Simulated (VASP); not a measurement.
# BaNa3 (Pm-3m) in VASP: a series of runs, part 3 of 3

VASP 6.6.1.

## Step 6: Relaxation of cell and atoms, PBE

This run uses another cell than the first one, of 46.82 Å³/atom.

INCAR reads:

```
ALGO = Fast
EDIFF = 1E-6
EDIFFG = -0.01
ENCUT = 600
GGA = PE
IBRION = 2
ISIF = 3
ISMEAR = 0
LASPH = T
LCHARG = F
LREAL = F
LWAVE = F
NELM = 80
NSW = 100
PREC = Accurate
SIGMA = 0.1
```

KPOINTS reads:

```
k-points
0
Gamma
  8 8 8
```

POSCAR reads:

```
BaNa3
1.0
    5.7211846695      0.0000000000      0.0000000000
    0.0000000000      5.7211846695      0.0000000000
    0.0000000000      0.0000000000      5.7211846695
Na Ba
3 1
Direct
    0.0000000000      0.5000000000      0.5000000000
    0.5000000000      0.0000000000      0.5000000000
    0.5000000000      0.5000000000      0.0000000000
    0.0000000000      0.0000000000      0.0000000000
```

Potentials or basis: VASP PAW PBE potentials, release 64 (Na_pv, Ba_sv).

Command:

```bash
> cat potpaw_PBE.64/Na_pv/POTCAR potpaw_PBE.64/Ba_sv/POTCAR > POTCAR
> mpirun -np 1 vasp_std > vasp.out
```

OUTCAR:

```text
EDIFF = 1E-6
   EDIFFG = -0.01
   ENCUT = 600
   GGA = PE
   IBRION = 2
   ISIF = 3
   ISMEAR = 0
   LASPH = T
   LREAL = F
   NELM = 80
   NSW = 100
   PREC = Accurate

 ion  position               nearest neighbor table
   1  0.000  0.500  0.500-
   2  0.500  0.000  0.500-
   3  0.500  0.500  0.000-
   4  0.000  0.000  0.000-

  LATTYP: Found a simple cubic cell.
 ALAT       =     5.7211846695

  Lattice vectors:

 A1 = (   5.7211846695,   0.0000000000,   0.0000000000)
 A2 = (   0.0000000000,   5.7211846695,   0.0000000000)
 A3 = (   0.0000000000,   0.0000000000,   5.7211846695)

Analysis of symmetry for initial positions (statically):
=====================================================================
 Subroutine PRICEL returns:
 Original cell was already a primitive cell.

 Routine SETGRP: Setting up the symmetry group for a
 simple cubic supercell.

 Subroutine GETGRP returns: Found 48 space group operations
 (whereof 48 operations were pure point group operations)
 out of a pool of 48 trial point group operations.

The static configuration has the point symmetry O_h .

Analysis of symmetry for dynamics (positions and initial velocities):
=====================================================================
 Subroutine PRICEL returns:
 Original cell was already a primitive cell.

 Routine SETGRP: Setting up the symmetry group for a
 simple cubic supercell.

 Subroutine GETGRP returns: Found 48 space group operations
 (whereof 48 operations were pure point group operations)
 out of a pool of 48 trial point group operations.

The dynamic configuration has the point symmetry O_h .

 Subroutine INISYM returns: Found 48 space group operations
 (whereof 48 operations are pure point group operations),
 and found     1 'primitive' translations

----------------------------------------------------------------------------------------

                                     Primitive cell

  volume of cell :     187.2656

  direct lattice vectors                    reciprocal lattice vectors
     5.721184670  0.000000000  0.000000000     0.174788974  0.000000000  0.000000000
     0.000000000  5.721184670  0.000000000     0.000000000  0.174788974  0.000000000
     0.000000000  0.000000000  5.721184670     0.000000000  0.000000000  0.174788974

  length of vectors
     5.721184670  5.721184670  5.721184670     0.174788974  0.174788974  0.174788974

  position of ions in fractional coordinates (direct lattice)
     0.000000000  0.500000000  0.500000000
     0.500000000  0.000000000  0.500000000
     0.500000000  0.500000000  0.000000000
     0.000000000  0.000000000  0.000000000

  ion indices of the primitive-cell ions
   primitive index   ion index
                 1           1
                 2           2
                 3           3
                 4           4

----------------------------------------------------------------------------------------

 KPOINTS: k-points

Automatic generation of k-mesh.
 Grid dimensions read from file:
 generate k-points for:    8    8    8

[... 42 lines left out ...]
  0.375000  0.375000  0.125000     24.000000
  0.500000  0.375000  0.125000     24.000000
 [... further k-points ...]
   k-points           NKPTS =     35   k-points in BZ     NKDIM =     35   number of bands    NBANDS=     19
   number of dos      NEDOS =    301   number of ions     NIONS =      4
   total plane-waves  NPLWV = 110592
   dimension x,y,z NGX =    48 NGY =   48 NGZ =   48
   dimension x,y,z NGXF=    96 NGYF=   96 NGZF=   96
   ions per type =               3   1
   NGX,Y,Z   is equivalent  to a cutoff of  13.95, 13.95, 13.95 a.u.
   NGXF,Y,Z  is equivalent  to a cutoff of  27.90, 27.90, 27.90 a.u.
 SYSTEM =  unknown system
   PREC   = accura    normal or accurate (medium, high low for compatibility)
   ISTART =      0    job   : 0-new  1-cont  2-samecut
   ICHARG =      2    charge: 1-file 2-atom 10-const
   ISPIN  =      1    spin polarized calculation?
   LNONCOLLINEAR =      F non collinear calculations
   LSORBIT =      F    spin-orbit coupling
   LASPH  =      T    aspherical Exc in radial PAW
   ENCUT  =  600.0 eV  44.10 Ry    6.64 a.u.  11.43 11.43 11.43*2*pi/ulx,y,z
   NELM   =     80;   NELMIN=  2; NELMDL= -5     # of ELM steps
   EDIFF  = 0.1E-05   stopping-criterion for ELM
   LREAL  =      F    real-space projection
   EDIFFG = -.1E-01   stopping-criterion for IOM
   NSW    =    100    number of steps for IOM
   IBRION =      2    ionic relax: 0-MD 1-quasi-New 2-CG
   NFREE  =      1    steps in history (QN), initial steepest desc. (CG)
   ISIF   =      3    stress and relaxation
   ISYM   =      2    0-nonsym 1-usesym 2-fastsym
   POTIM  = 0.5000    time-step for ionic-motion
   TEBEG  =    0.0;   TEEND  =   0.0 temperature during run
   PSTRESS=    0.0 pullay stress
   NELECT =      31.0000    total number of electrons
   NUPDOWN=      -1.0000    fix difference up-down
   EMIN   =  10.00;   EMAX   =-10.00  energy-range for DOS
   EFERMI =   0.00;   METHOD = LEGACY
   ISMEAR =     0;   SIGMA  =   0.10  broadening in eV -4-tet -1-fermi 0-gaus
   EFERMI_NEDOS =   21; number of points for ismear=-14 and -15
   IALGO  =     68    algorithm
   IMIX   =      4    mixing-type and parameters
     AMIX     =   0.40;   BMIX     =  1.00
     AMIX_MAG =   1.60;   BMIX_MAG =  1.00
  volume/ion in A,a.u.               =      46.82       315.93
  Fermi-wavevector in a.u.,A,eV,Ry     =   0.898896  1.698667 10.993697  0.808014
  Thomas-Fermi vector in A             =   2.021662
   LORBIT       =      0    0 simple, 1 ext, 2 COOP (PROOUT), +10 PAW based schemes
   GGA     = PE    functional components
   LHFCALC =     F    Hartree Fock is set to
   AEXX    =    0.0000 exact exchange contribution
   IVDW    =     0    specifies the selected vdW correction
   LEPSILON=     F    determine dielectric tensor
   LRPA    =     F    only Hartree local field effects (RPA)
 conjugate gradient relaxation of ions
 non-spin polarized calculation
 RMM-DIIS sequential band-by-band and
 Gauss-broadening in eV      SIGMA  =   0.10
  energy-cutoff  :      600.00
  volume of cell :      187.27
 maximum number of plane-waves:      6302
 NGX is ok and might be reduce to    48
   NGX = 23   NGY = 23   NGZ = 23

--------------------------------------- Ionic step        1  -------------------------------------------

 number of electron      30.9999987 magnetization

 Free energy of the ion-electron system (eV)
  ---------------------------------------------------
  ext. energy  EPLUGINS =         0.00000000
  ---------------------------------------------------
  free energy    TOTEN  =        -5.63913017 eV

  energy without entropy =       -5.61872503  energy(sigma->0) =       -5.62892760

------------------------ aborting loop because EDIFF is reached ----------------------------------------

  FORCE on cell =-STRESS in cart. coord.  units (eV):
  Direction    XX          YY          ZZ          XY          YZ          ZX
  --------------------------------------------------------------------------------------
  -------------------------------------------------------------------------------------
  Total       -0.0861229     -0.0861229     -0.0861229     -0.0000000      0.0000000      0.0000000
  in kB       -0.7368372     -0.7368372     -0.7368372     -0.0000000      0.0000000      0.0000000
  external PRESSURE =      -0.7368372 kB  Pullay stress =       0.0000000 kB
[... 63 lines left out ...]
--------------------------------------- Ionic step        3  -------------------------------------------

 number of electron      30.9999987 magnetization

 Free energy of the ion-electron system (eV)
  ---------------------------------------------------
  ext. energy  EPLUGINS =         0.00000000
  ---------------------------------------------------
  free energy    TOTEN  =        -5.63943332 eV

  energy without entropy =       -5.61900475  energy(sigma->0) =       -5.62921904

 E-fermi :   0.5888     XC(G=0):  -6.6376

 val. band max:        0.5722185756   @ k =   0.1250   0.1250   0.0000
 cond. band min:       0.5908101740   @ k =   0.5000   0.3750   0.0000
 fundamental gap:      0.0185915984
 Fermi energy:         0.5887526723

 k-point     1 :       0.0000    0.0000    0.0000
  band No.  band energies     occupation
      1     -28.7481      2.00000
      2     -24.1315      2.00000
      3     -24.1315      2.00000
      4     -24.1315      2.00000
      5     -24.1284      2.00000
      6     -24.1284      2.00000
[... 505 lines left out ...]
      6     -24.1275      2.00000
[... 11 lines left out ...]
     18       1.6297      0.00000
     19       1.6919      0.00000

 [... further k-points ...]

------------------------ aborting loop because EDIFF is reached ----------------------------------------

  FORCE on cell =-STRESS in cart. coord.  units (eV):
  Direction    XX          YY          ZZ          XY          YZ          ZX
  --------------------------------------------------------------------------------------
  -------------------------------------------------------------------------------------
  Total       -0.0363925     -0.0363925     -0.0363925     -0.0000000     -0.0000000      0.0000000
  in kB       -0.3129068     -0.3129068     -0.3129068     -0.0000000     -0.0000000      0.0000000
  external PRESSURE =      -0.3129068 kB  Pullay stress =       0.0000000 kB
[... 19 lines left out ...]
  FREE ENERGIE OF THE ION-ELECTRON SYSTEM (eV)
  ---------------------------------------------------
  free  energy   TOTEN  =        -5.6394333171 eV

  energy  without entropy=       -5.6190047545  energy(sigma->0) =       -5.62921904

 reached required accuracy - stopping structural energy minimisation
```

It took 5.5 min on 1 thread of Intel Xeon Platinum 8488C (Sapphire Rapids), shared host; peak memory 0.43 GiB.

What came out:

```yaml
Free_energy: -5.6394 eV
Relaxed_volume: 46.59 Å³/atom
Relaxed_cell: a = 5.712 Å, b = 5.712 Å, c = 5.712 Å, α = 90.00°, β = 90.00°, γ = 90.00°
Space_group_after_relaxing_to_0.1_Å: Pm-3m (No. 221)
Energy_gained_by_relaxing: 0.1 meV/atom
Ionic_steps: 3
Pressure_after_relaxing: 0.0 GPa
Band_gap_on_the_k_mesh: zero (an odd number of electrons rules out a gap without spin polarisation)
```

Step by step:
| step | energy change (eV) | largest force (eV/Å) | pressure (GPa) | volume (Å³) |
| --- | --- | --- | --- | --- |
| 1 | 0.0000 | 0.0000 | -0.07 | 187.27 |
| 2 | -0.0002 | 0.0000 | -0.04 | 186.68 |
| 3 | -0.0003 | 0.0000 | -0.03 | 186.34 |

Final structure:
```xyz
4
Lattice="5.7117 0.0000 0.0000 0.0000 5.7117 0.0000 0.0000 0.0000 5.7117" Properties=species:S:1:pos:R:3 pbc="T T T"
Na    0.0000    2.8559    2.8559
Na    2.8559    0.0000    2.8559
Na    2.8559    2.8559    0.0000
Ba    0.0000    0.0000    0.0000
```

Caveat: spin-orbit coupling is left out, which moves the levels of the heavy elements.

## Step 7: Summary

| task | cell | k mesh | cutoff (eV) | gap on the mesh (eV) | pressure (GPa) | relaxed volume (Å³/atom) |
| --- | --- | --- | --- | --- | --- | --- |
| single point | a = 4.603 Å, 4 atoms | 4 × 4 × 4 | 520 | none | 13.9 | - |
| single point | a = 5.721 Å, 4 atoms | 4 × 4 × 4 | 520 | none | 0.0 | - |
| relaxation of cell and atoms | relaxed from a = 4.603 Å, 4 atoms | 4 × 4 × 4 | 600 | none | 0.0 | 46.13 |
| single point | a = 5.703 Å, 4 atoms | 8 × 8 × 8 | 520 | none | 0.0 | - |
| relaxation of cell and atoms | relaxed from a = 5.721 Å, 4 atoms | 8 × 8 × 8 | 600 | none | 0.0 | 46.59 |

Alike in all rows: level PBE; potentials or basis VASP PAW PBE potentials, release 64 (Na_pv, Ba_sv); no spin polarisation; smearing gaussian 0.1 eV.

Caveats: spin-orbit coupling is left out, which moves the levels of the heavy elements; the cell stands under pressure (at least some runs); the volume moved by over 15 % at a fixed basis, so the end points are rough (at least some runs).

Absolute energies hang on the potentials; compare differences alone.

The gap in the log of VASP goes by the Fermi energy; the results here count the filled bands.